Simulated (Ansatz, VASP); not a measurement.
Ca: VASP beside Ansatz

The input INCAR:

```
SYSTEM = Ca
PREC = Accurate
ENCUT = 520
EDIFF = 1E-6
ISMEAR = -1
SIGMA = 0.08
LREAL = .FALSE.
LASPH = .TRUE.
NELM = 100
ALGO = Normal
ISIF = 2
LWAVE = .FALSE.
LCHARG = .FALSE.
GGA = PE
NBANDS = 17
```

File KPOINTS:

```
Automatic mesh
0
G
  10 10 10
  0 0 0
```

File POSCAR:

```
Ca
1.0
    0.0000000000      4.3001276577      4.3001276577
    4.3001276577      0.0000000000      4.3001276577
    4.3001276577      4.3001276577      0.0000000000
Ca
2
Direct
   -0.1250000000     -0.1250000000     -0.1250000000
    0.1250000000      0.1250000000      0.1250000000
```

Input for Ansatz:

```yaml
crystal:
  lattice:
    - [0.0, 4.3001276577, 4.3001276577]
    - [4.3001276577, 0.0, 4.3001276577]
    - [4.3001276577, 4.3001276577, 0.0]
  atoms:
    - { symbol: Ca, position: [-0.125, -0.125, -0.125] }
    - { symbol: Ca, position: [0.125, 0.125, 0.125] }
kpoints:
  mp_grid: { grid: [10, 10, 10] }
scf:
  occupations: { method: fermi_dirac, width: 0.08 }
hamiltonian:
  xc: pbe
  pseudopotentials: { kind: nc }
output:
  forces: true
  stress: true
  eigenvalues: true
```

Change from the starting cell: volume scaled by 1, norm-conserving files.

Alike in both runs: task single point; functional PBE; k mesh 10 × 10 × 10; occupations fermi-dirac, width 0.08 eV; no spin polarisation.

|  | VASP | Ansatz |
| --- | --- | --- |
| version | VASP 6.6.1 | Ansatz 0.2.0 |
| potentials or method | VASP PAW PBE potentials, release 64 (Ca_sv) | norm-conserving pseudopotentials, scalar-relativistic |
| plane-wave cutoff (eV) | 520 | 925 |
| valence electrons in the cell | 20 | 20 |

|  | VASP | Ansatz | Ansatz less VASP |
| --- | --- | --- | --- |
| pressure (GPa) | 0.0 | 0.0 | 0.00 |
